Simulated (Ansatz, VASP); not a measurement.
## One calculation of CO2, two programs

```xyz
12
Lattice="5.6200 0.0000 0.0000 0.0000 5.6200 0.0000 0.0000 0.0000 5.6200" Properties=species:S:1:pos:R:3 pbc="T T T"
C     0.0000    0.0000    0.0000
C     2.8100    0.0000    2.8100
C     2.8100    2.8100    0.0000
C     0.0000    2.8100    2.8100
O     0.6070    0.6070    0.6070
O     2.2030    5.0130    3.4170
O     3.4170    2.2030    5.0130
O     5.0130    3.4170    2.2030
O     5.0130    5.0130    5.0130
O     3.4170    0.6070    2.2030
O     2.2030    3.4170    0.6070
O     0.6070    2.2030    3.4170
```

Alike in both runs: task relaxation of the atoms; functional PBE; k mesh 4 × 4 × 4; occupations fermi-dirac, width 0.02 eV; no spin polarisation.

|  | VASP | Ansatz |
| --- | --- | --- |
| version | VASP 6.6.1 | Ansatz 0.2.0 |
| potentials or method | VASP PAW PBE potentials, release 64 (C, O) | plane-wave PAW, scalar-relativistic |
| plane-wave cutoff (eV) | 520 | 420 |
| valence electrons in the cell | 64 | 64 |

Ansatz gave:

- gap on the k mesh at the Fermi level, each at its own relaxed structure (eV): 6.79

Problem. Estimate VASP's values.

Solution. gap on the k mesh at the Fermi level, each at its own relaxed structure (eV): 6.72.

Ansatz's warnings: stress scf threshold loose.

Noted on VASP's run: the standard files for N, O and F lose accuracy on very short bonds.
